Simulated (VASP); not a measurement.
Here is a VASP 6.6.1 calculation.

INCAR

```
PREC     = Accurate       # precision mode
ENCUT    = 520            # plane-wave cutoff, eV
EDIFF    = 1E-6           # SCF threshold, eV
ISMEAR   = 0              # smearing method
SIGMA    = 0.15           # smearing width, eV
LREAL    = F              # projectors in reciprocal space
LASPH    = T              # aspherical terms in the spheres
NELM     = 60             # most SCF steps
ALGO     = Normal         # electronic algorithm
ISIF     = 2              # what is computed and relaxed
LWAVE    = F              # write WAVECAR
LCHARG   = T              # write CHGCAR
GGA      = PS             # functional
LELF     = T              # ELF
LVHAR    = T            
NBANDS   = 13             # bands
```

Contents of KPOINTS:

```
regular mesh
0
Gamma
  18 18 18
```

The input POSCAR:

```
Mo
1.0
    2.8175757091      0.0000000000      0.0000000000
   -1.4087878546      2.4400921412      0.0000000000
    0.0000000000      0.0000000000      2.6318361210
Mo
1
Direct
    0.0000000000      0.0000000000      0.5000000000
```

Potentials or basis: VASP PAW PBE potentials, release 64 (Mo_sv).

The run is started by

```sh
$ cat potpaw_PBE.64/Mo_sv/POTCAR > POTCAR
$ mpirun -np 1 vasp_std > vasp.out
```

What does it give for the band gap on the k mesh?

Zero (band 7 reaches 10.98 eV, above the bottom of band 8 at 9.37 eV).

What does it give for the pressure?

-19.0 GPa.

Stress tensor (GPa, compression positive):
```
-17.10   0.00   0.00
  0.00 -17.10   0.00
  0.00   0.00 -22.71
```

Caveat: the cell differs from its parent crystal (strain +0.030 along x and y, +0.030 along z); the PAW data sets were made with another functional, which shifts forces and pressure a little.
